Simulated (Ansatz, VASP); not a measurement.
# Mg8H: VASP beside Ansatz

```
Mg H
1.0
    -3.61457    3.61457    3.51368
     3.61457   -3.61457    3.51368
     3.61457    3.61457   -3.51368
Mg H
8 1
Direct
  0.00000 0.00000 0.00000
  0.00000 0.00000 0.50000
  0.00000 0.50000 0.00000
  0.00000 0.50000 0.50000
  0.50000 0.00000 0.00000
  0.50000 0.00000 0.50000
  0.50000 0.50000 0.00000
  0.50000 0.50000 0.50000
  0.12500 0.37500 0.25000
```

Alike in both runs: task relaxation of cell and atoms; functional PBE; k mesh 4 × 4 × 4; occupations gaussian, width 0.1 eV; no spin polarisation.

|  | VASP | Ansatz |
| --- | --- | --- |
| version | VASP 6.6.1 | Ansatz 0.2.0 |
| potentials or method | VASP PAW PBE potentials, release 64 (Mg, H), cutoff 600 eV | scalar-relativistic, plane waves, PAW |
| valence electrons in the cell | 17 | 81 |

VASP gave:

- gap on the k mesh at the Fermi level, each at its own relaxed structure (eV): none
- relaxed volume (Å³/atom): 20.84
- relaxed cell length with the largest relative difference (Å): 6.250

Q: Which values does Ansatz return?

A: gap on the k mesh at the Fermi level, each at its own relaxed structure (eV): none; relaxed volume (Å³/atom): 20.89; relaxed cell length with the largest relative difference (Å): 6.255.

A gap of «none» marks a metal or a gap that the smearing closes. VASP's potentials hold 17 valence electrons a cell and Ansatz's 81, so a difference there can come from the potentials and not from the codes.

Noted on VASP's run: too few bands were computed for a metal, which touches its energy and stress.
